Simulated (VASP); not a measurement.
# Al16BN15 (a cell with a defect) in VASP: single point with r2SCAN

Aim: the single point of Al16BN15 (a cell with a defect) with r2SCAN.

Everything below comes from runs of VASP 6.6.1. Logs are shortened: lines on timing, memory, paths and dates and some standing lists are left out, and cuts for length are marked.

## (1) The cell of the first run

The cell holds a defect, 32 atoms: a = 6.260 Å, b = 6.260 Å, c = 10.035 Å, α = 90.00°, β = 90.00°, γ = 120.00°.

## (2) Single point, r2SCAN

Contents of POSCAR:

```
Al16BN15
1.0
    6.2595139128      0.0000000578      0.0000000000
   -3.1297570064      5.4208980350      0.0000000000
    0.0000000000      0.0000000000     10.0348065929
Al N B
16 15 1
Direct
    0.3374711104      0.1622348024      0.2474581564
    0.1605733743      0.3387906901      0.4992625287
    0.3307750603      0.1707203152      0.7490952952
    0.1683815997      0.3308237314      1.0017099956
    0.3442985795      0.6626987305      0.2523966600
    0.1744063359      0.8556524117      0.4962292269
    0.3273757951      0.6666538826      0.7525897066
    0.1731066470      0.8322533788      0.9958213989
    0.8374688376      0.1560050959      0.2521859488
    0.6438413738      0.3247297121      0.4957191683
    0.8340233745      0.1728441075      0.7524235254
    0.6672532872      0.3267341871      0.9958424125
    0.8546567273      0.6450983512      0.2354715936
    0.6517304312      0.8467968069      0.5166460545
    0.8310477354      0.6709299269      0.7458953999
    0.6707640141      0.8279786442      0.9988891663
    0.3237290744      0.1755831189      0.4350886706
    0.1721703248      0.3280292999      0.1908597856
    0.3331224434      0.1668716836      0.9375095067
    0.1651172843      0.3352723724      0.6894755123
    0.3266877035      0.6755568110      0.4415503510
    0.1877650439      0.8306584847      0.1823060547
    0.3347275419      0.6627753693      0.9408037463
    0.1676342324      0.8367867103      0.6886263296
    0.8236211678      0.1719320454      0.4413883638
    0.6689826125      0.3121017331      0.1822898467
    0.8354840290      0.1642002882      0.9410387944
    0.6658415800      0.3347393212      0.6884113436
    0.6812739780      0.8198553346      0.1940228237
    0.8359754429      0.6638437477      0.9380095591
    0.6609581899      0.8394026345      0.7013204013
    0.8194891822      0.6798980299      0.4354902740
```

Contents of INCAR.step1:

```
PREC     = Accurate       # precision mode
ENCUT    = 580            # plane-wave cutoff, eV
ISMEAR   = -1             # smearing method
SIGMA    = 0.01           # smearing width, eV
LREAL    = Auto         
LASPH    = True           # aspherical terms in the spheres
NELM     = 120            # most SCF steps
NBANDS   = 85             # bands
GGA      = PE             # functional
ALGO     = Normal         # electronic algorithm
EDIFF    = 1E-5           # SCF threshold, eV
LWAVE    = True           # write WAVECAR
LCHARG   = False          # write CHGCAR
GGA_COMPAT= False        
ISYM     = -1
```

Contents of INCAR.step2:

```
PREC     = Accurate       # precision mode
ENCUT    = 580            # plane-wave cutoff, eV
EDIFF    = 1E-6           # SCF threshold, eV
ISMEAR   = -1             # smearing method
SIGMA    = 0.01           # smearing width, eV
LREAL    = Auto         
LASPH    = True           # aspherical terms in the spheres
NELM     = 120            # most SCF steps
ALGO     = Normal         # electronic algorithm
ISIF     = 2              # what is computed and relaxed
LWAVE    = False          # write WAVECAR
LCHARG   = True           # write CHGCAR
METAGGA  = R2SCAN         # meta-GGA
LMIXTAU  = True         
LELF     = True           # ELF
LVHAR    = True         
NBANDS   = 85             # bands
ISTART   = 1            
GGA_COMPAT= False        
ISYM     = -1
```

Contents of KPOINTS:

```
explicit points
1
Reciprocal
  0.25000000   0.25000000   0.25000000 1
```

Potentials or basis: VASP PAW PBE potentials, release 64 (Al, N, B).

On the command line:

```sh
> cat potpaw_PBE.64/Al/POTCAR potpaw_PBE.64/N/POTCAR potpaw_PBE.64/B/POTCAR > POTCAR
> cp INCAR.step1 INCAR
> mpirun -np 1 vasp_std > vasp.out
> cp INCAR.step2 INCAR
> mpirun -np 1 vasp_std > vasp.out
```

OUTCAR:

```text
PREC = Accurate
   ENCUT = 580
   EDIFF = 1E-6
   ISMEAR = -1
   LREAL = Auto
   LASPH = True
   NELM = 120
   ISIF = 2
   METAGGA = R2SCAN
   ISTART = 1
   ISYM = -1

 ion  position               nearest neighbor table
   1  0.337  0.162  0.247-  18 1.88  17 1.89  26 1.91  22 1.92  10 2.99   6 3.00   4 3.07  12 3.09
                             8 3.09   9 3.11   5 3.11  13 3.14  13 3.14   5 3.15   9 3.15   2 3.17
   2  0.161  0.339  0.499-  17 1.88  20 1.91  21 1.92  25 1.92   9 3.04   5 3.04   6 3.07  10 3.07
                            11 3.10   7 3.10   3 3.11  14 3.13  14 3.14   1 3.17  10 3.19   6 3.19
   3  0.331  0.171  0.749-  20 1.89  19 1.89  24 1.91  28 1.92  10 3.06   6 3.06  12 3.08   4 3.08
                             8 3.08   2 3.11   7 3.12  11 3.12  15 3.13  15 3.13  11 3.14   7 3.14
   4  0.168  0.331  0.002-  19 1.89  18 1.90  23 1.90  27 1.90   1 3.07   3 3.08   9 3.09  11 3.09
                             7 3.09   5 3.09   8 3.12  12 3.12  16 3.13  16 3.13  12 3.14   8 3.14
   5  0.344  0.663  0.252-  22 1.89  21 1.91  18 1.92  29 1.92  13 3.02   2 3.04   9 3.09   4 3.09
                            16 3.10   1 3.11  14 3.14   6 3.14   1 3.15   8 3.17   9 3.17  13 3.26
   6  0.174  0.856  0.496-  17 1.84  21 1.89  24 1.93  32 2.02  10 2.94   1 3.00  14 3.02   3 3.06
                             2 3.07  15 3.12   5 3.14  13 3.15   7 3.17   2 3.19  14 3.25  10 3.32
   7  0.327  0.667  0.753-  31 1.88  23 1.89  24 1.90  20 1.90  14 2.95   8 2.99  11 3.09   4 3.09
                            16 3.09   2 3.10   3 3.12  15 3.12  15 3.14   3 3.14  11 3.17   6 3.17
   8  0.173  0.832  0.996-  22 1.87  23 1.88  19 1.91  30 1.92  13 2.97   7 2.99   3 3.08  12 3.09
                             1 3.09  15 3.12   4 3.12  16 3.13  16 3.13   4 3.14  12 3.17   5 3.17
   9  0.837  0.156  0.252-  26 1.89  25 1.91  29 1.91  18 1.92  13 3.01   2 3.04   5 3.09   4 3.09
                            16 3.10   1 3.11  10 3.14  14 3.14   1 3.15  12 3.17   5 3.17  13 3.26
  10  0.644  0.325  0.496-  17 1.84  25 1.89  28 1.94  32 2.02   6 2.94   1 2.99  14 3.02   3 3.06
                             2 3.07  15 3.14   9 3.14  13 3.15  11 3.18   2 3.19  14 3.25   6 3.32
  11  0.834  0.173  0.752-  31 1.88  27 1.89  28 1.90  20 1.90  14 2.96  12 3.00   7 3.09   4 3.09
                             2 3.10  16 3.10   3 3.12  15 3.13  15 3.13   3 3.14   7 3.17  10 3.18
  12  0.667  0.327  0.996-  26 1.87  27 1.88  19 1.90  30 1.92  13 2.97  11 3.00   3 3.08   1 3.09
                             8 3.09   4 3.12  15 3.13  16 3.13  16 3.13   4 3.14   8 3.17   9 3.17
  13  0.855  0.645  0.235-  26 1.89  22 1.89  29 1.93  32 2.04  12 2.97   8 2.97   9 3.01   5 3.02
                            16 3.10   1 3.14   1 3.14  10 3.15   6 3.15   5 3.26   9 3.26
  14  0.652  0.847  0.517-  31 1.86  21 1.92  25 1.92  32 1.99   7 2.95  11 2.96  15 3.00   6 3.02
                            10 3.02   2 3.13   5 3.14   2 3.14   9 3.14  10 3.25   6 3.25
  15  0.831  0.671  0.746-  31 1.89  28 1.91  24 1.91  30 1.93  14 3.00  16 3.07   8 3.12   7 3.12
                             6 3.12  12 3.13  11 3.13   3 3.13   3 3.13  11 3.13  10 3.14   7 3.14
  16  0.671  0.828  0.999-  30 1.89  23 1.91  27 1.91  29 1.96  15 3.07   7 3.09  13 3.10   5 3.10
                            11 3.10   9 3.10  12 3.13   4 3.13   8 3.13   8 3.13   4 3.13  12 3.13
  17  0.324  0.176  0.435-  10 1.84   6 1.84   2 1.88   1 1.89
[... 152 lines left out ...]
  volume/ion in A,a.u.               =      10.64        71.81
  Fermi-wavevector in a.u.,A,eV,Ry     =   1.175325  2.221043 18.794944  1.381389
  Thomas-Fermi vector in A             =   2.311708
   LORBIT       =      0    0 simple, 1 ext, 2 COOP (PROOUT), +10 PAW based schemes
   METAGGA = R2SCAN    functional components
   LHFCALC =     F    Hartree Fock is set to
   AEXX    =    0.0000 exact exchange contribution
   IVDW    =     0    specifies the selected vdW correction
   LEPSILON=     F    determine dielectric tensor
   LRPA    =     F    only Hartree local field effects (RPA)
 non-spin polarized calculation
  energy-cutoff  :      580.00
  volume of cell :      340.50
 maximum number of plane-waves:     10794
 NGX is ok and might be reduce to    50
   NGX = 25   NGY = 25   NGZ = 39

 number of electron     126.0000000 magnetization

 Free energy of the ion-electron system (eV)
  ---------------------------------------------------
  ext. energy  EPLUGINS =         0.00000000
  ---------------------------------------------------
  free energy    TOTEN  =      -300.73934708 eV

  energy without entropy =     -300.73934708  energy(sigma->0) =     -300.73934708

 E-fermi :   7.1074     XC(G=0): -11.3431

 val. band max:        6.8096453119   @ k =   0.2500   0.2500   0.2500
 cond. band min:       7.5832865245   @ k =   0.2500   0.2500   0.2500
 fundamental gap:      0.7736412127
 Fermi energy:         7.1073535078

 k-point     1 :       0.2500    0.2500    0.2500
  band No.  band energies     occupation
      1      -9.6448      2.00000
      2      -9.2328      2.00000
      3      -9.0726      2.00000
      4      -8.9602      2.00000
      5      -8.7265      2.00000
      6      -8.6585      2.00000
[... 67 lines left out ...]
     74      13.2589      0.00000
     75      13.6173      0.00000
 [bands above 75 left out]

------------------------ aborting loop because EDIFF is reached ----------------------------------------

  FORCE on cell =-STRESS in cart. coord.  units (eV):
  Direction    XX          YY          ZZ          XY          YZ          ZX
  --------------------------------------------------------------------------------------
  -------------------------------------------------------------------------------------
  Total        0.3305794     -6.6860891      3.2193734     -6.2194648      4.5732756     -6.6737234
  in kB        1.5554841    -31.4602293     15.1482018    -29.2646101     21.5187529    -31.4020449
  external PRESSURE =      -4.9188478 kB  Pullay stress =       0.0000000 kB

 VOLUME and BASIS-vectors are now :
 -----------------------------------------------------------------------------
  energy-cutoff  :      580.00
  volume of cell :      340.50
      direct lattice vectors                 reciprocal lattice vectors
     6.259513913  0.000000058  0.000000000     0.159756813  0.092235641  0.000000000
    -3.129757006  5.420898035  0.000000000    -0.000000002  0.184471279  0.000000000
     0.000000000  0.000000000 10.034806593     0.000000000  0.000000000  0.099653141

 POSITION                                       TOTAL-FORCE (eV/Angst)
 -----------------------------------------------------------------------------------
      1.60465      0.87946      2.48319        -0.005169      0.002015     -0.010958
     -0.05522      1.83655      5.01000         0.006947      0.001327     -0.000347
      1.53618      0.92546      7.51703         0.006884     -0.000065      0.009644
      0.01859      1.79336      0.01716         0.002637     -0.002017     -0.008437
      0.08106      3.59242      2.53275        -0.021524      0.013830     -0.018296
     -1.58629      4.63840      4.97956         0.104875      0.097079      0.019733
[... 24 lines left out ...]
      1.51015      4.55032      7.03761        -0.007623      0.004694     -0.087131
      3.00169      3.68566      4.37006         0.036633     -0.016204      0.011872
 -----------------------------------------------------------------------------------
    total drift:                               -0.007978      0.005030      0.042320

  FREE ENERGIE OF THE ION-ELECTRON SYSTEM (eV)
  ---------------------------------------------------
  free  energy   TOTEN  =      -300.7393470812 eV

  energy  without entropy=     -300.7393470812  energy(sigma->0) =     -300.73934708
```

Run time: 3.5 min. Hardware: 1 thread of AMD EPYC 9R45 (Zen 5), shared host; peak memory 0.49 GiB.

Results:

```
Free energy            : -300.7393 eV
Pressure               : -0.5 GPa
Largest force          : 0.144 eV/Å
Band gap on the k mesh : 0.77 eV
```

Forces on the atoms (eV/Å):
```
Al  -0.005  0.002 -0.011
Al   0.007  0.001  0.000
Al   0.007  0.000  0.010
Al   0.003 -0.002 -0.008
Al  -0.022  0.014 -0.018
Al   0.105  0.097  0.020
Al   0.025  0.008  0.024
Al   0.026 -0.005  0.025
Al  -0.021  0.009 -0.020
Al  -0.030 -0.137  0.016
Al  -0.004 -0.023  0.030
Al   0.019 -0.018  0.026
Al  -0.021  0.007 -0.105
Al  -0.062  0.040  0.062
Al  -0.003 -0.010  0.081
Al   0.008  0.005  0.004
N    0.070 -0.042  0.030
N    0.008 -0.006 -0.007
N    0.008 -0.009 -0.014
N   -0.004  0.004 -0.004
N    0.004  0.025  0.019
N   -0.048 -0.041  0.004
N   -0.027  0.016 -0.024
N   -0.016  0.003 -0.023
N   -0.021 -0.011  0.023
N    0.011  0.064  0.004
N   -0.012  0.016 -0.034
N   -0.021  0.004 -0.020
N   -0.006 -0.005 -0.013
N   -0.007  0.005  0.001
N   -0.008  0.005 -0.087
B    0.037 -0.016  0.012
```

Levels at points of the mesh, in eV from the valence-band top:
| k point | band 59 | band 60 | band 61 | band 62 | band 63 | band 64 | band 65 | band 66 | band 67 | band 68 |
| --- | --- | --- | --- | --- | --- | --- | --- | --- | --- | --- |
| (0.25, 0.25, 0.25) | -1.96 | -1.91 | -1.68 | -0.22 | 0.00 | 0.77 | 4.87 | 5.33 | 5.58 | 5.71 |

Caveat: the PAW data sets were made with another functional, which shifts forces and pressure a little.
